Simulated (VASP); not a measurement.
# Fe (Im-3m) in VASP: a series of runs

Runs on Fe. Level: PBE. Tasks: single point.

Everything below comes from runs of VASP 6.6.1. Logs are shortened: lines on timing, memory, paths and dates and some standing lists are left out, and cuts for length are marked.

### 1 The cell of the first run

Symmetry: Im-3m, No. 229, cubic system. The conventional cell has a = 2.895 Å, b = 2.895 Å, c = 2.895 Å, α = 90.00°, β = 90.00°, γ = 90.00°. Within 3.3 Å of Fe (site symmetry m-3m) lie 14 Fe at 2.51 to 2.90 Å.

### 2 Single point, PBE, collinear spin, ferromagnetic start

Input file INCAR:

```
  ALGO = Normal
  EDIFF = 1E-6
  ENCUT = 600
  GGA = PE
  GGA_COMPAT = F
  ISIF = 2
  ISMEAR = -1
  ISPIN = 2
  LASPH = T
  LCHARG = F
  LMAXMIX = 4
  LORBIT = 11
  LREAL = F
  LWAVE = F
  MAGMOM = 0.52
  NBANDS = 14
  NELM = 200
  NUPDOWN = 0.52
  PREC = Accurate
  SIGMA = 0.05
```

Input file KPOINTS:

```
k-points
0
Gamma
  13 13 13
```

Input file POSCAR:

```
Fe
1.0
   -1.4475000000      1.4475000000      1.4475000000
    1.4475000000     -1.4475000000      1.4475000000
    1.4475000000      1.4475000000     -1.4475000000
Fe
1
Direct
    0.0000000000      0.0000000000      0.0000000000
```

Potentials or basis: VASP PAW PBE potentials, release 64 (Fe).

Command:

```bash
cat potpaw_PBE.64/Fe/POTCAR > POTCAR
mpirun -np 1 vasp_std > vasp.out
```

OUTCAR:

```text
EDIFF = 1E-6
   ENCUT = 600
   GGA = PE
   ISIF = 2
   ISMEAR = -1
   ISPIN = 2
   LASPH = T
   LORBIT = 11
   LREAL = F
   NELM = 200
   NUPDOWN = 0.52
   PREC = Accurate

 ion  position               nearest neighbor table
   1  0.000  0.000  0.000-

  LATTYP: Found a body centered cubic cell.
 ALAT       =     2.8950000000

  Lattice vectors:

 A1 = (  -1.4475000000,   1.4475000000,   1.4475000000)
 A2 = (   1.4475000000,  -1.4475000000,   1.4475000000)
 A3 = (   1.4475000000,   1.4475000000,  -1.4475000000)

Analysis of symmetry for initial positions (statically):
=====================================================================
 Subroutine PRICEL returns:
 Original cell was already a primitive cell.

 Routine SETGRP: Setting up the symmetry group for a
 body centered cubic supercell.

 Subroutine GETGRP returns: Found 48 space group operations
 (whereof 48 operations were pure point group operations)
 out of a pool of 48 trial point group operations.

The static configuration has the point symmetry O_h .

Analysis of symmetry for dynamics (positions and initial velocities):
=====================================================================
 Subroutine PRICEL returns:
 Original cell was already a primitive cell.

 Routine SETGRP: Setting up the symmetry group for a
 body centered cubic supercell.

 Subroutine GETGRP returns: Found 48 space group operations
 (whereof 48 operations were pure point group operations)
 out of a pool of 48 trial point group operations.

The dynamic configuration has the point symmetry O_h .

Analysis of structural, dynamic, and magnetic symmetry:
=====================================================================
 Subroutine PRICEL returns:
 Original cell was already a primitive cell.

 Routine SETGRP: Setting up the symmetry group for a
 body centered cubic supercell.

 Subroutine GETGRP returns: Found 48 space group operations
 (whereof 48 operations were pure point group operations)
 out of a pool of 48 trial point group operations.

The overall configuration has the point symmetry O_h .

 Subroutine INISYM returns: Found 48 space group operations
 (whereof 48 operations are pure point group operations),
 and found     1 'primitive' translations

----------------------------------------------------------------------------------------

                                     Primitive cell

  volume of cell :      12.1315

  direct lattice vectors                    reciprocal lattice vectors
    -1.447500000  1.447500000  1.447500000     0.000000000  0.345423143  0.345423143
     1.447500000 -1.447500000  1.447500000     0.345423143  0.000000000  0.345423143
     1.447500000  1.447500000 -1.447500000     0.345423143  0.345423143  0.000000000

  length of vectors
     2.507143544  2.507143544  2.507143544     0.488502094  0.488502094  0.488502094

  position of ions in fractional coordinates (direct lattice)
     0.000000000  0.000000000  0.000000000

  ion indices of the primitive-cell ions
   primitive index   ion index
                 1           1

----------------------------------------------------------------------------------------

 KPOINTS: k-points

Automatic generation of k-mesh.
 Grid dimensions read from file:
 generate k-points for:   13   13   13

 Generating k-lattice:

  Cartesian coordinates                     Fractional coordinates (reciprocal lattice)
     0.000000000  0.026571011  0.026571011     0.076923077  0.000000000  0.000000000
     0.026571011  0.000000000  0.026571011     0.000000000  0.076923077  0.000000000
     0.026571011  0.026571011  0.000000000     0.000000000  0.000000000  0.076923077

  Length of vectors
     0.037577084  0.037577084  0.037577084

  Shift w.r.t. Gamma in fractional coordinates (k-lattice)
     0.000000000  0.000000000  0.000000000

 Subroutine IBZKPT returns following result:
 ===========================================

 Found     84 irreducible k-points:

 Following reciprocal coordinates:
            Coordinates               Weight
  0.000000  0.000000  0.000000      1.000000
  0.076923  0.000000  0.000000     12.000000
  0.153846  0.000000  0.000000     12.000000
  0.230769  0.000000  0.000000     12.000000
  0.307692  0.000000  0.000000     12.000000
  0.384615  0.000000  0.000000     12.000000
[... 16 lines left out ...]
  0.153846  0.076923  0.076923     24.000000
  0.230769  0.076923  0.076923     24.000000
 [... further k-points ...]
   k-points           NKPTS =     84   k-points in BZ     NKDIM =     84   number of bands    NBANDS=     14
   number of dos      NEDOS =    301   number of ions     NIONS =      1
   total plane-waves  NPLWV =   8000
   dimension x,y,z NGX =    20 NGY =   20 NGZ =   20
   dimension x,y,z NGXF=    40 NGYF=   40 NGZF=   40
   ions per type =               1
   NGX,Y,Z   is equivalent  to a cutoff of  13.26, 13.26, 13.26 a.u.
   NGXF,Y,Z  is equivalent  to a cutoff of  26.52, 26.52, 26.52 a.u.
 SYSTEM =  unknown system
   PREC   = accura    normal or accurate (medium, high low for compatibility)
   ISTART =      0    job   : 0-new  1-cont  2-samecut
   ICHARG =      2    charge: 1-file 2-atom 10-const
   ISPIN  =      2    spin polarized calculation?
   LNONCOLLINEAR =      F non collinear calculations
   LSORBIT =      F    spin-orbit coupling
   LASPH  =      T    aspherical Exc in radial PAW
   ENCUT  =  600.0 eV  44.10 Ry    6.64 a.u.   5.01  5.01  5.01*2*pi/ulx,y,z
   NELM   =    200;   NELMIN=  2; NELMDL= -5     # of ELM steps
   EDIFF  = 0.1E-05   stopping-criterion for ELM
   LREAL  =      F    real-space projection
   EDIFFG = 0.1E-04   stopping-criterion for IOM
   NSW    =      0    number of steps for IOM
   IBRION =     -1    ionic relax: 0-MD 1-quasi-New 2-CG
   NFREE  =      0    steps in history (QN), initial steepest desc. (CG)
   ISIF   =      2    stress and relaxation
   ISYM   =      2    0-nonsym 1-usesym 2-fastsym
   POTIM  = 0.5000    time-step for ionic-motion
   TEBEG  =    0.0;   TEEND  =   0.0 temperature during run
   PSTRESS=    0.0 pullay stress
   NELECT =       8.0000    total number of electrons
   NUPDOWN=       0.5200    fix difference up-down
   EMIN   =  10.00;   EMAX   =-10.00  energy-range for DOS
   EFERMI =   0.00;   METHOD = LEGACY
   ISMEAR =    -1;   SIGMA  =   0.05  broadening in eV -4-tet -1-fermi 0-gaus
   EFERMI_NEDOS =   21; number of points for ismear=-14 and -15
   IALGO  =     38    algorithm
   IMIX   =      4    mixing-type and parameters
     AMIX     =   0.40;   BMIX     =  1.00
     AMIX_MAG =   1.60;   BMIX_MAG =  1.00
  volume/ion in A,a.u.               =      12.13        81.87
  Fermi-wavevector in a.u.,A,eV,Ry     =   1.424950  2.692765 27.626387  2.030482
  Thomas-Fermi vector in A             =   2.545386
   LORBIT       =     11    0 simple, 1 ext, 2 COOP (PROOUT), +10 PAW based schemes
   GGA     = PE    functional components
   LHFCALC =     F    Hartree Fock is set to
   AEXX    =    0.0000 exact exchange contribution
   IVDW    =     0    specifies the selected vdW correction
   LEPSILON=     F    determine dielectric tensor
   LRPA    =     F    only Hartree local field effects (RPA)
 spin polarized calculation
  energy-cutoff  :      600.00
  volume of cell :       12.13
 maximum number of plane-waves:       420
   NGX =  9   NGY =  9   NGZ =  9

 number of electron       7.9999995 magnetization       0.5200000

 Free energy of the ion-electron system (eV)
  ---------------------------------------------------
  ext. energy  EPLUGINS =         0.00000000
  ---------------------------------------------------
  free energy    TOTEN  =        -7.68312051 eV

  energy without entropy =       -7.65143102  energy(sigma->0) =       -7.66727577

 E-fermi :   5.4685     XC(G=0): -12.7898

 val. band max:        5.4676636724   @ k =   0.3077   0.1538   0.0000
 cond. band min:       4.9444742599   @ k =  -0.2308   0.3077   0.1538
 fundamental gap:     -0.5231894125
 Fermi energy:         4.9408415513

 spin component 1

 k-point     1 :       0.0000    0.0000    0.0000
  band No.  band energies     occupation
      1      -2.8005      1.00000
      2       3.6506      1.00000
      3       3.6506      1.00000
      4       3.6506      1.00000
      5       4.7068      0.99081
      6       4.7068      0.99081
      7      29.5144      0.00000
      8      29.5144      0.00000
      9      29.5144      0.00000
     10      34.2236      0.00000
     11      34.2236      0.00000
     12      36.4366      0.00000
     13      36.4367      0.00000
     14      36.5238      0.00000

 k-point     2 :       0.0769    0.0000    0.0000
  band No.  band energies     occupation
      1      -2.5679      1.00000
      2       3.5874      1.00000
      3       3.6421      1.00000
      4       3.7727      1.00000
      5       4.6471      0.99720
      6       4.7121      0.98980
      7      27.9727      0.00000
      8      29.1228      0.00000
      9      29.3284      0.00000
     10      33.4046      0.00000
     11      33.7692      0.00000
     12      33.9604      0.00000
     13      35.3284      0.00000
     14      37.0823      0.00000
[... 343 lines left out ...]
      1      -0.4750      1.00000
      2       3.0828      1.00000
      3       3.1489      1.00000
      4       4.6257      0.99817
      5       4.7407      0.98205
      6       5.1088      0.03360
      7      21.5182      0.00000
      8      23.2648      0.00000
      9      25.4406      0.00000
     10      31.2731      0.00000
     11      35.4822      0.00000
     12      35.7344      0.00000
     13      37.8813      0.00000
     14      38.9398      0.00000

 k-point    24 :       0.2308    0.0769    0.0769
  band No.  band energies     occupation
      1       0.5955      1.00000
      2       2.8510      1.00000
      3       3.1196      1.00000
      4       4.6882      0.99366
      5       4.8128      0.92830
      6       5.8662      0.00000
      7      18.1559      0.00000
      8      22.1004      0.00000
      9      23.7888      0.00000
     10      31.1336      0.00000
     11      34.9016      0.00000
     12      37.1114      0.00000
     13      38.9535      0.00000
     14      42.2407      0.00000

 [... further k-points ...]

 spin component 2

 k-point     1 :       0.0000    0.0000    0.0000
  band No.  band energies     occupation
      1      -2.8398      1.00000
      2       3.9205      1.00000
      3       3.9205      1.00000
      4       3.9205      1.00000
      5       5.7499      0.00358
      6       5.7499      0.00358
      7      29.3305      0.00000
      8      29.3305      0.00000
      9      29.3305      0.00000
     10      34.3073      0.00000
     11      34.3073      0.00000
     12      36.4057      0.00000
     13      36.4057      0.00000
     14      36.4058      0.00000

 k-point     2 :       0.0769    0.0000    0.0000
  band No.  band energies     occupation
      1      -2.6069      1.00000
      2       3.8548      1.00000
      3       3.9122      1.00000
      4       4.0452      1.00000
      5       5.6806      0.01416
      6       5.7550      0.00323
      7      27.8796      0.00000
      8      28.9836      0.00000
      9      29.1616      0.00000
     10      33.5048      0.00000
     11      33.8867      0.00000
     12      34.0877      0.00000
     13      35.3606      0.00000
     14      37.0371      0.00000
[... 343 lines left out ...]
      1      -0.5013      1.00000
      2       3.3496      1.00000
      3       3.4557      1.00000
      4       5.3988      0.80131
      5       5.5678      0.12063
      6       5.7550      0.00324
      7      21.5805      0.00000
      8      23.2892      0.00000
      9      25.5427      0.00000
     10      31.1149      0.00000
     11      35.5457      0.00000
     12      35.7600      0.00000
     13      37.9312      0.00000
     14      38.9870      0.00000

 k-point    24 :       0.2308    0.0769    0.0769
  band No.  band energies     occupation
      1       0.6204      1.00000
      2       3.1002      1.00000
      3       3.4168      1.00000
      4       5.5688      0.11842
      5       5.8444      0.00054
      6       6.1548      0.00000
      7      18.2637      0.00000
      8      22.1289      0.00000
      9      23.8763      0.00000
     10      31.0173      0.00000
     11      34.9786      0.00000
     12      37.1176      0.00000
     13      38.9470      0.00000
     14      42.2658      0.00000

 [... further k-points ...]
[... 5 lines left out ...]
  --------------------------------------------------------------------------------------
  -------------------------------------------------------------------------------------
  Total       -1.9838823     -1.9838823     -1.9838823      0.0000000      0.0000000     -0.0000000
  in kB     -262.0057198   -262.0057198   -262.0057198      0.0000000      0.0000000     -0.0000000
  external PRESSURE =    -262.0057198 kB  Pullay stress =       0.0000000 kB

 VOLUME and BASIS-vectors are now :
 -----------------------------------------------------------------------------
  energy-cutoff  :      600.00
  volume of cell :       12.13
      direct lattice vectors                 reciprocal lattice vectors
    -1.447500000  1.447500000  1.447500000     0.000000000  0.345423143  0.345423143
     1.447500000 -1.447500000  1.447500000     0.345423143  0.000000000  0.345423143
     1.447500000  1.447500000 -1.447500000     0.345423143  0.345423143  0.000000000

 POSITION                                       TOTAL-FORCE (eV/Angst)
 -----------------------------------------------------------------------------------
      0.00000      0.00000      0.00000        -0.000000      0.000000      0.000000
 -----------------------------------------------------------------------------------
    total drift:                                0.000000     -0.000000      0.000000

  FREE ENERGIE OF THE ION-ELECTRON SYSTEM (eV)
  ---------------------------------------------------
  free  energy   TOTEN  =        -7.6831205116 eV

  energy  without entropy=       -7.6514310241  energy(sigma->0) =       -7.66727577

 total charge

# of ion       s       p       d       tot
------------------------------------------
    1        0.451   0.471   6.213   7.135

 magnetization (x)

# of ion       s       p       d       tot
------------------------------------------
    1       -0.007  -0.035   0.581   0.538
```

It took 53 s on 1 thread of Intel Xeon 8259CL, shared host; peak memory 0.15 GiB.

What came out:

- Free energy: -7.6831 eV
- Pressure: -26.2 GPa
- Net moment: 0.52 μB per cell
- Site moments: Fe +0.54 μB
- Valence electrons inside the program's atomic spheres: Fe 7.13

Caveat: the total moment is fixed, so each spin has its own Fermi level.

### 3 Single point, PBE, collinear spin, ferromagnetic start

Input file INCAR:

```
PREC     = Accurate       # precision mode
ENCUT    = 600            # plane-wave cutoff, eV
EDIFF    = 1E-6           # SCF threshold, eV
ISMEAR   = -1             # smearing method
SIGMA    = 0.05           # smearing width, eV
LREAL    = F              # projectors in reciprocal space
LASPH    = T              # aspherical terms in the spheres
NELM     = 200            # most SCF steps
ALGO     = Normal         # electronic algorithm
ISIF     = 2              # what is computed and relaxed
LWAVE    = F              # write WAVECAR
LCHARG   = F              # write CHGCAR
ISPIN    = 2              # spin polarisation
MAGMOM   = 1.56           # initial moments
LORBIT   = 11             # projections on sites
NUPDOWN  = 1.56           # fixed moment
LMAXMIX  = 4              # l up to which the mixer works
GGA      = PE             # functional
NBANDS   = 14             # bands
GGA_COMPAT= F
```

Input file KPOINTS:

```
Automatic mesh
0
Gamma
  13 13 13
```

POSCAR is that of step 2.

Potentials or basis: VASP PAW PBE potentials, release 64 (Fe).

Command:

```bash
cat potpaw_PBE.64/Fe/POTCAR > POTCAR
mpirun -np 1 vasp_std > vasp.out
```

OUTCAR:

```text
PREC = Accurate
   ENCUT = 600
   EDIFF = 1E-6
   ISMEAR = -1
   LREAL = F
   LASPH = T
   NELM = 200
   ISIF = 2
   ISPIN = 2
   LORBIT = 11
   NUPDOWN = 1.56
   GGA = PE

 ion  position               nearest neighbor table
   1  0.000  0.000  0.000-

  LATTYP: Found a body centered cubic cell.
 ALAT       =     2.8950000000

  Lattice vectors:

 A1 = (  -1.4475000000,   1.4475000000,   1.4475000000)
 A2 = (   1.4475000000,  -1.4475000000,   1.4475000000)
[... 1016 lines left out ...]
 [... further k-points ...]
[... 5 lines left out ...]
  --------------------------------------------------------------------------------------
  -------------------------------------------------------------------------------------
  Total       -1.5394953     -1.5394953     -1.5394953      0.0000000      0.0000000     -0.0000000
  in kB     -203.3167826   -203.3167826   -203.3167826      0.0000000      0.0000000     -0.0000000
  external PRESSURE =    -203.3167826 kB  Pullay stress =       0.0000000 kB

 VOLUME and BASIS-vectors are now :
 -----------------------------------------------------------------------------
  energy-cutoff  :      600.00
  volume of cell :       12.13
      direct lattice vectors                 reciprocal lattice vectors
    -1.447500000  1.447500000  1.447500000     0.000000000  0.345423143  0.345423143
     1.447500000 -1.447500000  1.447500000     0.345423143  0.000000000  0.345423143
     1.447500000  1.447500000 -1.447500000     0.345423143  0.345423143  0.000000000

 POSITION                                       TOTAL-FORCE (eV/Angst)
 -----------------------------------------------------------------------------------
      0.00000      0.00000      0.00000         0.000000      0.000000      0.000000
 -----------------------------------------------------------------------------------
    total drift:                                0.000000      0.000000      0.000000

  FREE ENERGIE OF THE ION-ELECTRON SYSTEM (eV)
  ---------------------------------------------------
  free  energy   TOTEN  =        -8.0558599215 eV

  energy  without entropy=       -8.0438395839  energy(sigma->0) =       -8.04984975

 total charge

# of ion       s       p       d       tot
------------------------------------------
    1        0.455   0.484   6.198   7.137

 magnetization (x)

# of ion       s       p       d       tot
------------------------------------------
    1       -0.013  -0.064   1.660   1.583
```

OSZICAR:

```text
N       E                     dE             d eps       ncg     rms          rms(c)
DAV:   1     0.252564936722E+02    0.25256E+02   -0.42075E+03  5072   0.761E+02
DAV:   2    -0.807465328555E+01   -0.33331E+02   -0.30803E+02  5022   0.137E+02
DAV:   3    -0.924979804135E+01   -0.11751E+01   -0.11626E+01  5804   0.264E+01
DAV:   4    -0.925381021360E+01   -0.40122E-02   -0.40117E-02  5412   0.142E+00
DAV:   5    -0.925382976533E+01   -0.19552E-04   -0.19552E-04  5832   0.101E-01    0.108E+01
DAV:   6    -0.822261331375E+01    0.10312E+01   -0.12792E+01  5814   0.405E+01    0.509E+00
DAV:   7    -0.807087564689E+01    0.15174E+00   -0.10950E+00  5826   0.113E+01    0.273E+00
DAV:   8    -0.806274258850E+01    0.81331E-02   -0.88982E-03  5638   0.648E-01    0.912E-01
DAV:   9    -0.805637761239E+01    0.63650E-02   -0.66525E-03  6658   0.517E-01    0.239E-01
DAV:  10    -0.805584347117E+01    0.53414E-03   -0.52252E-04  5644   0.182E-01    0.548E-02
DAV:  11    -0.805585904273E+01   -0.15572E-04   -0.17680E-05  5454   0.442E-02    0.375E-02
DAV:  12    -0.805585992154E+01   -0.87881E-06   -0.10172E-06  4458   0.123E-02
   1 F= -.80558599E+01 E0= -.80498498E+01  d E =-.120203E-01  mag=     1.5600
```

stdout:

```text
POSCAR found type information on POSCAR Fe
 POSCAR found :  1 types and       1 ions
 scaLAPACK will be used
 LDA part: xc-table for (Slater+PW92), standard interpolation
 POSCAR, INCAR and KPOINTS ok, starting setup
 FFT: planning ... GRIDC
 FFT: planning ... GRID_SOFT
 FFT: planning ... GRID
 WAVECAR not read
 entering main loop
```

Wall time 47 s (1 thread of Intel Xeon 8259CL, shared host); peak memory 0.15 GiB.

Results:

```
Free energy                                           : -8.0559 eV
Pressure                                              : -20.3 GPa
Net moment                                            : 1.56 μB per cell
Site moments                                          : Fe +1.58 μB
Valence electrons inside the program's atomic spheres : Fe 7.14
```

Caveat: the total moment is fixed, so each spin has its own Fermi level.

[end of part 1 of 2]
